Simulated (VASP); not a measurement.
# Sr8O7 (a cell with a defect) in VASP: a series of runs

Runs on Sr8O7 (a cell with a defect). Level: PBE. Tasks: single point.

Everything below comes from runs of VASP 6.6.1. Logs are shortened: lines on timing, memory, paths and dates and some standing lists are left out, and cuts for length are marked.

## Step 1: The cell of the first run

The cell holds a defect, 15 atoms: a = 7.373 Å, b = 7.373 Å, c = 7.373 Å, α = 60.00°, β = 60.00°, γ = 60.00°.

## Step 2: Single point, PBE

INCAR

```
PREC = Accurate ; ENCUT = 520
EDIFF = 1E-6 ; ISMEAR = 1
SIGMA = 0.15 ; LREAL = Auto
LASPH = T ; NELM = 60
ALGO = Normal ; ISIF = 2
LWAVE = F ; LCHARG = F
GGA = PE ; NBANDS = 74
```

KPOINTS

```
regular mesh
0
Gamma
  2 2 2
```

POSCAR

```
Sr8O7
1.0
    0.0000000000      5.2135080000      5.2135080000
    5.2135080000      0.0000000000      5.2135080000
    5.2135080000      5.2135080000      0.0000000000
Sr O
8 7
Direct
    0.0035614216     -0.0044644604     -0.0039947191
    0.0035633397     -0.0044548699      0.5041725264
    0.0035660250      0.5037185135     -0.0040031587
   -0.0005248865      0.4996270266      0.5000913972
    0.4994775111     -0.0003740284      0.0000943702
    0.4953880382     -0.0044573634      0.5041798152
    0.4953913948      0.5037128551     -0.0039871426
    0.4953941761      0.5037043196      0.5041801988
    0.2494805801      0.2496179156      0.2500959047
    0.2495006241      0.2496360416      0.7500701063
    0.2494983224      0.7496159016      0.2500783542
    0.2494901705      0.7496275061      0.7500782582
    0.7494924722      0.2496253962      0.7500655988
    0.7495067620      0.7496446730      0.2500668456
    0.7494844163      0.7496144630      0.7501035771
```

Potentials or basis: VASP PAW PBE potentials, release 64 (Sr_sv, O).

On the command line:

```console
$ cat potpaw_PBE.64/Sr_sv/POTCAR potpaw_PBE.64/O/POTCAR > POTCAR
$ mpirun -np 1 vasp_std > vasp.out
```

OUTCAR:

```text
PREC = Accurate
   ENCUT = 520
   EDIFF = 1E-6
   ISMEAR = 1
   LREAL = Auto
   LASPH = T
   NELM = 60
   ISIF = 2
   GGA = PE

 ion  position               nearest neighbor table
   1  0.004  0.996  0.996-  12 2.56  14 2.61  13 2.61  11 2.61  10 2.61   3 3.63   6 3.63   7 3.63
                             2 3.63   5 3.69   4 3.69   4 3.69   5 3.69   2 3.75   7 3.75   6 3.75
   2  0.004  0.996  0.504-  12 2.56  13 2.61   9 2.61  15 2.61  11 2.61   3 3.63   1 3.63   6 3.63
                             8 3.63   5 3.69   4 3.69   4 3.69   5 3.69   8 3.75   6 3.75   1 3.75
   3  0.004  0.504  0.996-  12 2.56  15 2.61  14 2.61  10 2.61   9 2.61   1 3.63   8 3.63   2 3.63
                             7 3.63   4 3.69   5 3.69   5 3.69   4 3.69   7 3.75   2 3.75   8 3.75
   4  0.999  0.500  0.500-  13 2.61  14 2.61  15 2.61  10 2.61   9 2.61  11 2.61   3 3.69   2 3.69
                             7 3.69   1 3.69   8 3.69   6 3.69   6 3.69   8 3.69   7 3.69   1 3.69
   5  0.499  1.000  0.000-  11 2.61   9 2.61  10 2.61  14 2.61  15 2.61  13 2.61   1 3.69   2 3.69
                             8 3.69   7 3.69   3 3.69   6 3.69   6 3.69   3 3.69   7 3.69   8 3.69
   6  0.495  0.996  0.504-  12 2.56  10 2.61   9 2.61  14 2.61  15 2.61   1 3.63   2 3.63   7 3.63
                             8 3.63   4 3.69   5 3.69   5 3.69   4 3.69   8 3.75   7 3.75   2 3.75
   7  0.495  0.504  0.996-  12 2.56  11 2.61  15 2.61   9 2.61  13 2.61   1 3.63   3 3.63   6 3.63
                             8 3.63   5 3.69   4 3.69   4 3.69   5 3.69   8 3.75   6 3.75   3 3.75
   8  0.495  0.504  0.504-  12 2.56  10 2.61  13 2.61  11 2.61  14 2.61   3 3.63   6 3.63   7 3.63
                             2 3.63   5 3.69   4 3.69   4 3.69   5 3.69   2 3.75   7 3.75   6 3.75
   9  0.249  0.250  0.250-   5 2.61   4 2.61   2 2.61   6 2.61   7 2.61   3 2.61
  10  0.250  0.250  0.750-   5 2.61   4 2.61   8 2.61   6 2.61   3 2.61   1 2.61
  11  0.249  0.750  0.250-   5 2.61   4 2.61   7 2.61   8 2.61   1 2.61   2 2.61
  12  0.249  0.750  0.750-   6 2.56   8 2.56   2 2.56   3 2.56   1 2.56   7 2.56
  13  0.749  0.250  0.750-   4 2.61   5 2.61   2 2.61   8 2.61   1 2.61   7 2.61
  14  0.750  0.750  0.250-   4 2.61   5 2.61   1 2.61   3 2.61   6 2.61   8 2.61
  15  0.749  0.750  0.750-   4 2.61   5 2.61   3 2.61   7 2.61   2 2.61   6 2.61

  LATTYP: Found a face centered cubic cell.
 ALAT       =    10.4270160000

  Lattice vectors:

 A1 = (   0.0000000000,   5.2135080000,   5.2135080000)
 A2 = (   5.2135080000,   0.0000000000,   5.2135080000)
 A3 = (   5.2135080000,   5.2135080000,   0.0000000000)

Analysis of symmetry for initial positions (statically):
=====================================================================
 Subroutine PRICEL returns:
 Original cell was already a primitive cell.

 Routine SETGRP: Setting up the symmetry group for a
 face centered cubic supercell.

 Subroutine GETGRP returns: Found  1 space group operations
 (whereof  1 operations were pure point group operations)
 out of a pool of 48 trial point group operations.

The static configuration has the point symmetry C_1 .

Analysis of symmetry for dynamics (positions and initial velocities):
=====================================================================
 Subroutine PRICEL returns:
 Original cell was already a primitive cell.

 Routine SETGRP: Setting up the symmetry group for a
 face centered cubic supercell.

 Subroutine GETGRP returns: Found  1 space group operations
 (whereof  1 operations were pure point group operations)
 out of a pool of 48 trial point group operations.

The dynamic configuration has the point symmetry C_1 .

 Subroutine INISYM returns: Found  1 space group operations
 (whereof  1 operations are pure point group operations),
 and found     1 'primitive' translations

----------------------------------------------------------------------------------------

                                     Primitive cell

  volume of cell :     283.4132

  direct lattice vectors                    reciprocal lattice vectors
     0.000000000  5.213508000  5.213508000    -0.095904715  0.095904715  0.095904715
     5.213508000  0.000000000  5.213508000     0.095904715 -0.095904715  0.095904715
     5.213508000  5.213508000  0.000000000     0.095904715  0.095904715 -0.095904715

  length of vectors
     7.373013721  7.373013721  7.373013721     0.166111839  0.166111839  0.166111839

[... 54 lines left out ...]
     0.000000000  0.000000000  0.000000000

 Subroutine IBZKPT returns following result:
 ===========================================

 Found      8 irreducible k-points:

 Following reciprocal coordinates:
            Coordinates               Weight
  0.000000  0.000000  0.000000      1.000000
  0.500000  0.000000  0.000000      1.000000
  0.000000  0.500000  0.000000      1.000000
  0.000000  0.000000  0.500000      1.000000
  0.500000  0.500000  0.500000      1.000000
  0.500000  0.500000  0.000000      1.000000
  0.000000  0.500000  0.500000      1.000000
  0.500000  0.000000  0.500000      1.000000
   k-points           NKPTS =      8   k-points in BZ     NKDIM =      8   number of bands    NBANDS=     74
   number of dos      NEDOS =    301   number of ions     NIONS =     15
   total plane-waves  NPLWV = 175616
   dimension x,y,z NGX =    56 NGY =   56 NGZ =   56
   dimension x,y,z NGXF=   112 NGYF=  112 NGZF=  112
   ions per type =               8   7
   NGX,Y,Z   is equivalent  to a cutoff of  12.63, 12.63, 12.63 a.u.
   NGXF,Y,Z  is equivalent  to a cutoff of  25.25, 25.25, 25.25 a.u.
 SYSTEM =  unknown system
   PREC   = accura    normal or accurate (medium, high low for compatibility)
   ISTART =      0    job   : 0-new  1-cont  2-samecut
   ICHARG =      2    charge: 1-file 2-atom 10-const
   ISPIN  =      1    spin polarized calculation?
   LNONCOLLINEAR =      F non collinear calculations
   LSORBIT =      F    spin-orbit coupling
   LASPH  =      T    aspherical Exc in radial PAW
   ENCUT  =  520.0 eV  38.22 Ry    6.18 a.u.  13.71 13.71 13.71*2*pi/ulx,y,z
   NELM   =     60;   NELMIN=  2; NELMDL= -5     # of ELM steps
   EDIFF  = 0.1E-05   stopping-criterion for ELM
   LREAL  =      T    real-space projection
   EDIFFG = 0.1E-04   stopping-criterion for IOM
   NSW    =      0    number of steps for IOM
   IBRION =     -1    ionic relax: 0-MD 1-quasi-New 2-CG
   NFREE  =      0    steps in history (QN), initial steepest desc. (CG)
   ISIF   =      2    stress and relaxation
   ISYM   =      2    0-nonsym 1-usesym 2-fastsym
   POTIM  = 0.5000    time-step for ionic-motion
   TEBEG  =    0.0;   TEEND  =   0.0 temperature during run
   PSTRESS=    0.0 pullay stress
   NELECT =     122.0000    total number of electrons
   NUPDOWN=      -1.0000    fix difference up-down
   EMIN   =  10.00;   EMAX   =-10.00  energy-range for DOS
   EFERMI =   0.00;   METHOD = LEGACY
   ISMEAR =     1;   SIGMA  =   0.15  broadening in eV -4-tet -1-fermi 0-gaus
   EFERMI_NEDOS =   21; number of points for ismear=-14 and -15
   IALGO  =     38    algorithm
   IMIX   =      4    mixing-type and parameters
     AMIX     =   0.40;   BMIX     =  1.00
     AMIX_MAG =   1.60;   BMIX_MAG =  1.00
  volume/ion in A,a.u.               =      18.89       127.50
  Fermi-wavevector in a.u.,A,eV,Ry     =   1.236103  2.335896 20.789037  1.527951
  Thomas-Fermi vector in A             =   2.370725
   LORBIT       =      0    0 simple, 1 ext, 2 COOP (PROOUT), +10 PAW based schemes
   GGA     = PE    functional components
   LHFCALC =     F    Hartree Fock is set to
   AEXX    =    0.0000 exact exchange contribution
   IVDW    =     0    specifies the selected vdW correction
   LEPSILON=     F    determine dielectric tensor
   LRPA    =     F    only Hartree local field effects (RPA)
 non-spin polarized calculation
 Methfessel and Paxton  Order N= 1 SIGMA  =   0.15
  energy-cutoff  :      520.00
  volume of cell :      283.41
 maximum number of plane-waves:      7648
 NGX is ok and might be reduce to    56
   NGX = 27   NGY = 27   NGZ = 27

 number of electron     122.0000007 magnetization

 Free energy of the ion-electron system (eV)
  ---------------------------------------------------
  ext. energy  EPLUGINS =         0.00000000
  ---------------------------------------------------
  free energy    TOTEN  =       -85.07252233 eV

  energy without entropy =      -85.08196991  energy(sigma->0) =      -85.07567152

 E-fermi :   4.4069     XC(G=0):  -9.7125

 val. band max:        4.2756785178   @ k =   0.0000   0.5000   0.0000
 cond. band min:       4.5400155167   @ k =   0.0000   0.0000   0.0000
 fundamental gap:      0.2643369989
 Fermi energy:         4.4068616987

 k-point     1 :       0.0000    0.0000    0.0000
  band No.  band energies     occupation
      1     -31.2713      2.00000
      2     -31.1716      2.00000
      3     -31.1715      2.00000
      4     -31.1715      2.00000
      5     -31.1377      2.00000
      6     -31.1377      2.00000
[... 597 lines left out ...]
     72       7.4112      0.00000
     73       7.4752      0.00000
 [bands above 73 left out]

------------------------ aborting loop because EDIFF is reached ----------------------------------------

  FORCE on cell =-STRESS in cart. coord.  units (eV):
  Direction    XX          YY          ZZ          XY          YZ          ZX
  --------------------------------------------------------------------------------------
  -------------------------------------------------------------------------------------
  Total        3.4988603      3.4978000      3.4976147      0.0010947      0.0034160      0.0026530
  in kB       19.7795795     19.7735857     19.7725378      0.0061887      0.0193110      0.0149977
  external PRESSURE =      19.7752343 kB  Pullay stress =       0.0000000 kB

 VOLUME and BASIS-vectors are now :
 -----------------------------------------------------------------------------
  energy-cutoff  :      520.00
  volume of cell :      283.41
      direct lattice vectors                 reciprocal lattice vectors
     0.000000000  5.213508000  5.213508000    -0.095904715  0.095904715  0.095904715
     5.213508000  0.000000000  5.213508000     0.095904715 -0.095904715  0.095904715
     5.213508000  5.213508000  0.000000000     0.095904715  0.095904715 -0.095904715

 POSITION                                       TOTAL-FORCE (eV/Angst)
 -----------------------------------------------------------------------------------
     10.38291      5.21125      5.20880         0.031668     -0.000528     -0.000506
      7.81879      2.64708      5.20886        -0.000593     -0.032825     -0.001039
      7.81878      5.21123      2.64473        -0.000567     -0.000353     -0.033410
      5.21204      7.81800      7.81558        -0.000656     -0.000606     -0.000923
      5.21205      2.60452      7.81559        -0.000705     -0.000704     -0.000929
      7.81882      5.21126      7.77298        -0.000402     -0.000049      0.031056
      7.81883      7.77545      5.20884        -0.000772      0.031321     -0.000782
      5.25461      5.21129      5.20881        -0.032820     -0.000588     -0.000659
      2.60526      2.60455      2.60205         0.000483      0.000475      0.001317
      5.21198      5.21127      2.60225         0.000708      0.000814      0.000811
      5.21191      2.60455      5.20889         0.000866      0.000388      0.001002
      7.81873      5.21126      5.20891         0.000617      0.000673      0.000935
      5.21190      7.81796      5.20891         0.000997      0.000854      0.000878
      5.21200      5.21128      7.81584         0.000784      0.000956      0.001000
      7.81879      7.81811      7.81556         0.000393      0.000170      0.001249
 -----------------------------------------------------------------------------------
    total drift:                                0.007830      0.008888      0.015063

  FREE ENERGIE OF THE ION-ELECTRON SYSTEM (eV)
  ---------------------------------------------------
  free  energy   TOTEN  =       -85.0725223261 eV

  energy  without entropy=      -85.0819699128  energy(sigma->0) =      -85.07567152
```

It took 4.8 min on 1 thread of Intel Xeon 6975P-C (Granite Rapids), shared host; peak memory 0.45 GiB.

What came out:

```
Free energy            : -85.0725 eV
Pressure               : 2.0 GPa
Largest force          : 0.033 eV/Å
Band gap on the k mesh : 0.26 eV
```

Forces in eV/Å, atoms in the order of the input:
```
Sr   0.032 -0.001 -0.001
Sr  -0.001 -0.033 -0.001
Sr  -0.001  0.000 -0.033
Sr  -0.001 -0.001 -0.001
Sr  -0.001 -0.001 -0.001
Sr   0.000  0.000  0.031
Sr  -0.001  0.031 -0.001
Sr  -0.033 -0.001 -0.001
O    0.000  0.000  0.001
O    0.001  0.001  0.001
O    0.001  0.000  0.001
O    0.001  0.001  0.001
O    0.001  0.001  0.001
O    0.001  0.001  0.001
O    0.000  0.000  0.001
```

Caveat: the k points lie up to 0.52 Å⁻¹ apart.

## Step 3: Single point, PBE

INCAR

```
SYSTEM = Sr8O7
  PREC = Accurate
  ENCUT = 520
  EDIFF = 1E-7
  ISMEAR = 1
  SIGMA = 0.15
  LREAL = Auto
  LASPH = .True.
  NELM = 100
  ALGO = Normal
  ISIF = 2
  LWAVE = .False.
  LCHARG = .True.
  GGA = PE
  LELF = .True.
  LVHAR = .True.
  NBANDS = 74
```

KPOINTS

```
Automatic mesh
0
Gamma
  2 2 2
  0 0 0
```

POSCAR

```
Sr8O7
1.0
    0.0000000000      5.2135080000      5.2135080000
    5.2135080000      0.0000000000      5.2135080000
    5.2135080000      5.2135080000      0.0000000000
Sr O
8 7
Direct
   -0.0047185120      0.0034656128     -0.0035139488
   -0.0045854921      0.0038291876      0.5043572389
   -0.0005024448      0.4995127081      0.0003319262
   -0.0046098519      0.4953402776      0.5044656113
    0.5035217170      0.0036868650     -0.0036715202
    0.4994193929     -0.0003845779      0.5004361746
    0.5035151955      0.4957797130     -0.0035988244
    0.5035476113      0.4953546633      0.5047088256
    0.2492241309      0.2494349294      0.2509951073
    0.2496149426      0.2497484419      0.7503426675
   -0.2503114985      1.2493708651      0.2506147492
    0.2496522495      0.7492793720      0.7507407680
    0.7497096964      0.2493657821      0.7506242438
    0.7494552612      0.7496378638      0.2504304204
    0.7491505719      0.7495804169      0.7508895162
```

Potentials or basis: VASP PAW PBE potentials, release 64 (Sr_sv, O).

On the command line:

```console
$ cat potpaw_PBE.64/Sr_sv/POTCAR potpaw_PBE.64/O/POTCAR > POTCAR
$ mpirun -np 1 vasp_std > vasp.out
```

Run time: 4.9 min. Hardware: 1 thread of Intel Xeon 6975P-C (Granite Rapids), shared host; peak memory 0.45 GiB.

The run converged. Its results:

| Property | Result |
| --- | --- |
| Free energy | -85.0725 eV |
| Pressure | 2.0 GPa |
| Largest force | 0.035 eV/Å |
| Band gap on the k mesh | 0.26 eV |

Forces on the atoms (eV/Å):
```
Sr   0.001  0.032  0.004
Sr  -0.033  0.006 -0.009
Sr   0.004  0.001  0.000
Sr   0.008  0.003  0.034
Sr   0.002  0.004 -0.032
Sr   0.000  0.003 -0.001
Sr   0.024  0.003 -0.007
Sr   0.001 -0.034  0.004
O   -0.005 -0.005  0.003
O   -0.001  0.001 -0.004
O    0.001 -0.005  0.001
O    0.000 -0.004  0.001
O    0.004 -0.008  0.001
O   -0.001  0.003  0.002
O   -0.006 -0.001  0.001
```

Levels at points of the mesh, in eV from the valence-band top:
| k point | band 58 | band 59 | band 60 | band 61 | band 62 | band 63 | band 64 | band 65 |
| --- | --- | --- | --- | --- | --- | --- | --- | --- |
| (0.00, 0.00, 0.00) | -3.01 | -3.01 | -3.01 | -0.96 | 0.26 | 0.26 | 0.26 | 2.03 |
| (0.50, 0.00, 0.00) | -3.55 | -3.55 | -3.54 | 0.00 | 0.99 | 1.53 | 1.53 | 1.96 |
| (0.00, 0.50, 0.00) | -3.55 | -3.55 | -3.54 | 0.00 | 0.99 | 1.53 | 1.53 | 1.96 |
| (0.00, 0.00, 0.50) | -3.55 | -3.55 | -3.54 | 0.00 | 0.99 | 1.53 | 1.53 | 1.96 |
| (0.50, 0.50, 0.50) | -3.55 | -3.55 | -3.54 | 0.00 | 0.99 | 1.53 | 1.53 | 1.96 |
| (0.50, 0.50, 0.00) | -3.30 | -3.12 | -3.12 | -0.30 | 1.32 | 1.37 | 1.68 | 2.00 |
| (0.00, 0.50, 0.50) | -3.30 | -3.12 | -3.12 | -0.30 | 1.32 | 1.37 | 1.68 | 1.99 |
| (0.50, 0.00, 0.50) | -3.30 | -3.12 | -3.12 | -0.30 | 1.32 | 1.37 | 1.68 | 2.00 |

Caveat: the k points lie up to 0.52 Å⁻¹ apart.
